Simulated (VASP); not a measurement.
# BiTe (P6_3/mmc) in VASP: notebook

BiTe is run at these levels: PBE; tasks: single point.

Program: VASP 6.6.1. These are calculated values, not measurements. Logs are shortened: lines on timing, memory, paths and dates and some standing lists are left out, and cuts for length are marked.

**1. The cell of the first run**

It takes space group P6_3/mmc (No. 194, hexagonal). Conventional cell: a = 4.206 Å, b = 4.206 Å, c = 8.679 Å, α = 90.00°, β = 90.00°, γ = 120.00°. Bi (site symmetry -6m2) has 6 Te at 3.26 Å and 6 Bi at 4.21 Å within 4.3 Å. Within 4.4 Å of Te (site symmetry -3m) lie 6 Bi at 3.26 Å and 8 Te at 4.21 to 4.34 Å.

**2. Single point, PBE**

The input, INCAR:

```
ALGO = Normal
EDIFF = 1E-6
ENCUT = 520
GGA = PE
ISIF = 2
ISMEAR = 0
LASPH = T
LCHARG = F
LREAL = F
LWAVE = F
NBANDS = 29
NELM = 60
PREC = Accurate
SIGMA = 0.1
```

The input, KPOINTS:

```
k-points
0
Gamma
  12 12 6
```

The input, POSCAR:

```
BiTe
1.0
    4.2061643685      0.0000000000      0.0000000000
   -2.1030821842      3.6426451956      0.0000000000
    0.0000000000      0.0000000000      8.6789969427
Bi Te
2 2
Direct
    0.0000000000      0.0000000000      0.0000000000
    0.3333333333      0.6666666667      0.5000000000
    0.6666666667      0.3333333333      0.2500000000
    0.6666666667      0.3333333333      0.7500000000
```

Potentials or basis: VASP PAW PBE potentials, release 64 (Bi_d, Te).

Run with:

```bash
> cat potpaw_PBE.64/Bi_d/POTCAR potpaw_PBE.64/Te/POTCAR > POTCAR
> mpirun -np 1 vasp_std > vasp.out
```

OUTCAR:

```text
EDIFF = 1E-6
   ENCUT = 520
   GGA = PE
   ISIF = 2
   ISMEAR = 0
   LASPH = T
   LREAL = F
   NELM = 60
   PREC = Accurate

 ion  position               nearest neighbor table
   1  0.000  0.000  0.000-   3 3.26   4 3.26   3 3.26   4 3.26   3 3.26   4 3.26
   2  0.333  0.667  0.500-   3 3.26   4 3.26   3 3.26   4 3.26   3 3.26   4 3.26
   3  0.667  0.333  0.250-   1 3.26   2 3.26   2 3.26   1 3.26   1 3.26   2 3.26
   4  0.667  0.333  0.750-   1 3.26   2 3.26   2 3.26   1 3.26   1 3.26   2 3.26

  LATTYP: Found a hexagonal cell.
 ALAT       =     4.2061643685
 C/A-ratio  =     2.0633993782

  Lattice vectors:

 A1 = (   4.2061643685,   0.0000000000,   0.0000000000)
 A2 = (  -2.1030821842,   3.6426451956,   0.0000000000)
 A3 = (   0.0000000000,   0.0000000000,   8.6789969427)

Analysis of symmetry for initial positions (statically):
=====================================================================
 Subroutine PRICEL returns:
 Original cell was already a primitive cell.

 Routine SETGRP: Setting up the symmetry group for a
 hexagonal supercell.

 Subroutine GETGRP returns: Found 24 space group operations
 (whereof 12 operations were pure point group operations)
 out of a pool of 24 trial point group operations.

The static configuration has the point symmetry D_3h.
 The point group associated with its full space group is D_6h.

Analysis of symmetry for dynamics (positions and initial velocities):
=====================================================================
 Subroutine PRICEL returns:
 Original cell was already a primitive cell.

 Routine SETGRP: Setting up the symmetry group for a
 hexagonal supercell.

 Subroutine GETGRP returns: Found 24 space group operations
 (whereof 12 operations were pure point group operations)
 out of a pool of 24 trial point group operations.

The dynamic configuration has the point symmetry D_3h.
 The point group associated with its full space group is D_6h.

 Subroutine INISYM returns: Found 24 space group operations
 (whereof 12 operations are pure point group operations),
 and found     1 'primitive' translations

----------------------------------------------------------------------------------------

                                     Primitive cell

[... 84 lines left out ...]
 SYSTEM =  unknown system
   PREC   = accura    normal or accurate (medium, high low for compatibility)
   ISTART =      0    job   : 0-new  1-cont  2-samecut
   ICHARG =      2    charge: 1-file 2-atom 10-const
   ISPIN  =      1    spin polarized calculation?
   LNONCOLLINEAR =      F non collinear calculations
   LSORBIT =      F    spin-orbit coupling
   LASPH  =      T    aspherical Exc in radial PAW
   ENCUT  =  520.0 eV  38.22 Ry    6.18 a.u.   7.82  7.82 16.14*2*pi/ulx,y,z
   NELM   =     60;   NELMIN=  2; NELMDL= -5     # of ELM steps
   EDIFF  = 0.1E-05   stopping-criterion for ELM
   LREAL  =      F    real-space projection
   EDIFFG = 0.1E-04   stopping-criterion for IOM
   NSW    =      0    number of steps for IOM
   IBRION =     -1    ionic relax: 0-MD 1-quasi-New 2-CG
   NFREE  =      0    steps in history (QN), initial steepest desc. (CG)
   ISIF   =      2    stress and relaxation
   ISYM   =      2    0-nonsym 1-usesym 2-fastsym
   POTIM  = 0.5000    time-step for ionic-motion
   TEBEG  =    0.0;   TEEND  =   0.0 temperature during run
   PSTRESS=    0.0 pullay stress
   NELECT =      42.0000    total number of electrons
   NUPDOWN=      -1.0000    fix difference up-down
   EMIN   =  10.00;   EMAX   =-10.00  energy-range for DOS
   EFERMI =   0.00;   METHOD = LEGACY
   ISMEAR =     0;   SIGMA  =   0.10  broadening in eV -4-tet -1-fermi 0-gaus
   EFERMI_NEDOS =   21; number of points for ismear=-14 and -15
   IALGO  =     38    algorithm
   IMIX   =      4    mixing-type and parameters
     AMIX     =   0.40;   BMIX     =  1.00
     AMIX_MAG =   1.60;   BMIX_MAG =  1.00
  volume/ion in A,a.u.               =      33.24       224.34
  Fermi-wavevector in a.u.,A,eV,Ry     =   1.114894  2.106845 16.911897  1.242989
  Thomas-Fermi vector in A             =   2.251494
   LORBIT       =      0    0 simple, 1 ext, 2 COOP (PROOUT), +10 PAW based schemes
   GGA     = PE    functional components
   LHFCALC =     F    Hartree Fock is set to
   AEXX    =    0.0000 exact exchange contribution
   IVDW    =     0    specifies the selected vdW correction
   LEPSILON=     F    determine dielectric tensor
   LRPA    =     F    only Hartree local field effects (RPA)
 non-spin polarized calculation
 Gauss-broadening in eV      SIGMA  =   0.10
  energy-cutoff  :      520.00
  volume of cell :      132.98
 maximum number of plane-waves:      3609
 NGX is ok and might be reduce to    32
   NGX = 15   NGY = 15   NGZ = 33

 number of electron      42.0000001 magnetization

 Free energy of the ion-electron system (eV)
  ---------------------------------------------------
  ext. energy  EPLUGINS =         0.00000000
  ---------------------------------------------------
  free energy    TOTEN  =       -14.26596308 eV

  energy without entropy =      -14.25816401  energy(sigma->0) =      -14.26206354

 E-fermi :   6.7411     XC(G=0):  -9.5560

 val. band max:        6.7053433260   @ k =   0.2500   0.2500   0.3333
 cond. band min:       6.7592360674   @ k =   0.1667   0.0833   0.3333
 fundamental gap:      0.0538927414
 Fermi energy:         6.7411029961

 k-point     1 :       0.0000    0.0000    0.0000
  band No.  band energies     occupation
      1     -16.4824      2.00000
      2     -16.4794      2.00000
      3     -16.4719      2.00000
      4     -16.4719      2.00000
      5     -16.4710      2.00000
      6     -16.4710      2.00000
[... 757 lines left out ...]
     28      11.8685      0.00000
     29      13.8811      0.00000

 [... further k-points ...]
[... 5 lines left out ...]
  --------------------------------------------------------------------------------------
  -------------------------------------------------------------------------------------
  Total       -0.0439638     -0.0439638     -0.0136727     -0.0000000      0.0000000     -0.0000000
  in kB       -0.5297033     -0.5297033     -0.1647376     -0.0000000      0.0000000     -0.0000000
  external PRESSURE =      -0.4080480 kB  Pullay stress =       0.0000000 kB

 VOLUME and BASIS-vectors are now :
 -----------------------------------------------------------------------------
  energy-cutoff  :      520.00
  volume of cell :      132.98
      direct lattice vectors                 reciprocal lattice vectors
     4.206164368  0.000000000  0.000000000     0.237746296  0.137262888  0.000000000
    -2.103082184  3.642645196  0.000000000     0.000000000  0.274525776  0.000000000
     0.000000000  0.000000000  8.678996943     0.000000000  0.000000000  0.115220688

 POSITION                                       TOTAL-FORCE (eV/Angst)
 -----------------------------------------------------------------------------------
      0.00000      0.00000      0.00000         0.000000     -0.000000     -0.000000
     -0.00000      2.42843      4.33950        -0.000000      0.000000     -0.000000
      2.10308      1.21422      2.16975         0.000000     -0.000000      0.000000
      2.10308      1.21422      6.50925        -0.000000     -0.000000      0.000000
 -----------------------------------------------------------------------------------
    total drift:                                0.000000     -0.000000     -0.000000

  FREE ENERGIE OF THE ION-ELECTRON SYSTEM (eV)
  ---------------------------------------------------
  free  energy   TOTEN  =       -14.2659630802 eV

  energy  without entropy=      -14.2581640058  energy(sigma->0) =      -14.26206354
```

OSZICAR:

```text
N       E                     dE             d eps       ncg     rms          rms(c)
DAV:   1     0.394855675053E+03    0.39486E+03   -0.19865E+04  4408   0.147E+03
DAV:   2     0.262365358106E+02   -0.36862E+03   -0.35943E+03  4501   0.390E+02
DAV:   3    -0.127450977444E+02   -0.38982E+02   -0.38137E+02  5579   0.140E+02
DAV:   4    -0.143209004101E+02   -0.15758E+01   -0.15713E+01  4929   0.291E+01
DAV:   5    -0.144014459756E+02   -0.80546E-01   -0.80540E-01  6521   0.660E+00    0.727E+00
DAV:   6    -0.142590813123E+02    0.14236E+00   -0.42296E-01  5260   0.344E+00    0.497E+00
DAV:   7    -0.142701456644E+02   -0.11064E-01   -0.15251E-01  5254   0.153E+00    0.498E-01
DAV:   8    -0.142655111038E+02    0.46346E-02   -0.28453E-02  5020   0.918E-01    0.424E-01
DAV:   9    -0.142660223822E+02   -0.51128E-03   -0.37691E-03  4756   0.336E-01    0.243E-01
DAV:  10    -0.142659710800E+02    0.51302E-04   -0.19006E-04  5039   0.874E-02    0.928E-02
DAV:  11    -0.142659662092E+02    0.48708E-05   -0.24749E-05  5832   0.380E-02    0.313E-02
DAV:  12    -0.142659637324E+02    0.24768E-05   -0.35270E-06  4283   0.116E-02    0.130E-02
DAV:  13    -0.142659630802E+02    0.65221E-06   -0.15168E-06  2824   0.896E-03
   1 F= -.14265963E+02 E0= -.14262064E+02  d E =-.779907E-02
```

stdout:

```text
POSCAR found type information on POSCAR BiTe
 POSCAR found :  2 types and       4 ions
 scaLAPACK will be used
 LDA part: xc-table for (Slater+PW92), standard interpolation
 POSCAR, INCAR and KPOINTS ok, starting setup
 FFT: planning ... GRIDC
 FFT: planning ... GRID_SOFT
 FFT: planning ... GRID
 WAVECAR not read
 entering main loop
```

It took 4.1 min on 1 thread of Intel Xeon Platinum 8259CL at 2.50GHz (Skylake/Cascade Lake), shared host; peak memory 0.41 GiB.

Results:

```
Free energy            : -14.2660 eV
Pressure               : 0.0 GPa
Band gap on the k mesh : zero (bands 21 and 22 overlap by 2.90 eV)
```

Caveat: spin-orbit coupling is left out, which moves the levels of the heavy elements.

**3. Single point, PBE**

This run uses another cell than the first one, of 35.41 Å³/atom.

The input, INCAR:

```
SYSTEM = BiTe
ALGO = Normal
EDIFF = 1E-6
ENCUT = 520
GGA = PE
ISIF = 2
ISMEAR = 0
LASPH = .TRUE.
LCHARG = .FALSE.
LREAL = .FALSE.
LWAVE = .FALSE.
NBANDS = 29
NELM = 60
PREC = Accurate
SIGMA = 0.1
```

The input, KPOINTS:

```
k-points
0
G
  12 12 6
  0 0 0
```

The input, POSCAR:

```
BiTe
1.0
    4.6760484652      0.0000000000      0.0000000000
   -2.3380242326      4.0495767602      0.0000000000
    0.0000000000      0.0000000000      7.4808153575
Bi Te
2 2
Direct
    0.0000000000      0.0000000000      0.0000000000
    0.0000000000      0.0000000000      0.5000000000
    0.3333333333      0.6666666667      0.2500000000
    0.6666666667      0.3333333333      0.7500000000
```

Potentials or basis: VASP PAW PBE potentials, release 64 (Bi_d, Te).

Run with:

```bash
> cat potpaw_PBE.64/Bi_d/POTCAR potpaw_PBE.64/Te/POTCAR > POTCAR
> mpirun -np 1 vasp_std > vasp.out
```

It took 3.8 min on 1 thread of Intel Xeon Platinum 8259CL at 2.50GHz (Skylake/Cascade Lake), shared host; peak memory 0.42 GiB.

The run converged. Its results:

```
Free energy            : -14.1669 eV
Pressure               : 0.0 GPa
Band gap on the k mesh : zero (bands 21 and 22 overlap by 2.29 eV)
```

Levels at points of the mesh, in eV from the Fermi level:
```tsv
k point	band 17	band 18	band 19	band 20	band 21	band 22	band 23	band 24	band 25	band 26
(0.00, 0.00, 0.00)	-2.19	-1.94	-1.94	-1.75	-1.48	0.16	0.16	1.03	1.03	3.04
(0.50, 0.00, 0.00)	-3.98	-1.90	-1.85	-1.81	-1.09	-0.60	1.15	2.68	3.22	3.59
(0.00, 0.00, 0.50)	-2.39	-2.39	-2.39	-2.39	0.50	0.50	0.50	0.50	0.56	0.56
(0.50, 0.00, 0.50)	-3.31	-3.31	-3.13	-3.13	0.84	0.84	1.58	1.58	1.82	1.82
```

Caveat: spin-orbit coupling is left out, which moves the levels of the heavy elements.

The gap in the log of VASP goes by the Fermi energy; the results here count the filled bands.